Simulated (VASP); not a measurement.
Ti: single point with PBEsol

Ti:

```
Ti
1.0
     4.37983    0.00000    0.00000
    -2.18992    3.79305    0.00000
     0.00000    0.00000    2.84093
Ti
3
Cartesian
  0.0000 0.0000 0.0000
  0.0000 2.5287 1.4205
  2.1899 1.2643 1.4205
```

This cell differs from its parent crystal: biaxial strain in the a-b plane: -3.0 %, then relaxed in part.

- Program: VASP 6.6.1
- Task: single point
- Functional: PBEsol
- Potentials or basis: VASP PAW PBE potentials, release 64 (Ti_sv)
- Cutoff: 520 eV
- k mesh: 12 × 12 × 18
- Occupations: gaussian, width 0.1 eV
- Spin: no spin polarisation
- Dipole correction: no
- Further INCAR settings: ALGO = Fast; EDIFF = 1e-06; NBANDS = 25

```yaml
Pressure: 4.6 GPa
Band_gap_on_the_k_mesh: zero (bands 18 and 19 overlap by 0.57 eV)
```

Stress tensor (GPa, compression positive):
```
 7.49  0.00  0.00
 0.00  7.49  0.00
 0.00  0.00 -1.10
```

Levels at points of the mesh, in eV from the Fermi level:
```tsv
k point	band 16	band 17	band 18	band 19	band 20	band 21
(0.00, 0.00, 0.00)	-0.68	-0.57	-0.57	0.23	0.98	1.41
(0.50, 0.00, 0.00)	-0.54	-0.39	-0.34	0.10	0.66	0.79
(0.00, 0.00, 0.50)	-1.97	-1.86	-1.86	1.28	1.28	1.30
(0.50, 0.00, 0.50)	-1.37	-0.95	-0.75	0.34	0.76	1.05
```

It took 5.8 min on 1 thread of Intel(R) Xeon(R) 6975P-C (Granite Rapids), on a shared host, peak memory 0.3 GiB.

Caveat: the cell differs from its parent crystal (biaxial strain in the a-b plane: -3.0 %, then relaxed in part); the cell stands under pressure; the PAW data sets were made with another functional, which shifts forces and pressure a little.
